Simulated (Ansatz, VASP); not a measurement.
**TiB in VASP and in Ansatz**

The input POSCAR:

```
TiB
1.0
    0.0000000000      2.1010000000      2.0484750000
    2.1010000000      0.0000000000      2.0484750000
    2.1010000000      2.1010000000      0.0000000000
Ti B
1 1
Direct
    0.7500000000      0.7500000000      0.7500000000
    0.0000000000      0.0000000000      0.0000000000
```

The input INCAR.step1:

```
PREC = Accurate
ENCUT = 520
ISMEAR = 0
SIGMA = 0.15
LREAL = False
LASPH = True
NELM = 100
NBANDS = 14
GGA = PE
ALGO = Normal
EDIFF = 1E-4
LWAVE = True
LCHARG = False
```

Contents of INCAR.step2:

```
PREC = Accurate
ENCUT = 520
EDIFF = 1E-6
ISMEAR = 0
SIGMA = 0.15
LREAL = False
LASPH = True
NELM = 100
ALGO = Normal
ISIF = 2
LWAVE = False
LCHARG = True
METAGGA = R2SCAN
LMIXTAU = True
LELF = True
LVHAR = True
NBANDS = 14
ISTART = 1
```

The input KPOINTS:

```
regular mesh
0
Gamma
  20 20 20
```

Input for Ansatz:

```yaml
crystal:
  lattice:
    - [0.0, 2.101, 2.048475]
    - [2.101, 0.0, 2.048475]
    - [2.101, 2.101, 0.0]
  atoms:
    - { symbol: Ti, position: [0.75, 0.75, 0.75] }
    - { symbol: B, position: [0.0, 0.0, 0.0] }
basis:
  ecutwfc: 500
kpoints:
  mp_grid: { grid: [20, 20, 20] }
hamiltonian:
  xc: r2scan
scf:
  occupations: { method: gaussian, width: 0.15 }
output:
  forces: true
  stress: true
  eigenvalues: true
```

Change from the starting cell: strain +0.000 along x and y, -0.025 along z, atoms carried along.

Alike in both runs: task single point; functional r2SCAN; k mesh 20 × 20 × 20; occupations gaussian, width 0.15 eV; no spin polarisation.

|  | VASP | Ansatz |
| --- | --- | --- |
| version | VASP 6.6.1 | Ansatz 0.2.0 |
| potentials or method | VASP PAW PBE potentials, release 64 (Ti_sv, B), cutoff 520 eV | scalar-relativistic, plane waves, PAW |
| valence electrons in the cell | 15 | 15 |

Ansatz gave:

- gap on the k mesh at the Fermi level (eV): none
- pressure (GPa): 132.6
- traceless stress, the component that is largest in VASP (GPa): -4.63

Q: Estimate VASP's values.

A: gap on the k mesh at the Fermi level (eV): none; pressure (GPa): 133.6; traceless stress, the component that is largest in VASP (GPa): -4.65.

VASP's potentials were made for PBE, not for r2SCAN. A gap of «none» marks a metal or a gap that the smearing closes. Both programs put the cell under a high pressure, so it lies far from rest at this level.

Noted on VASP's run: the cell as given lies far from equilibrium.
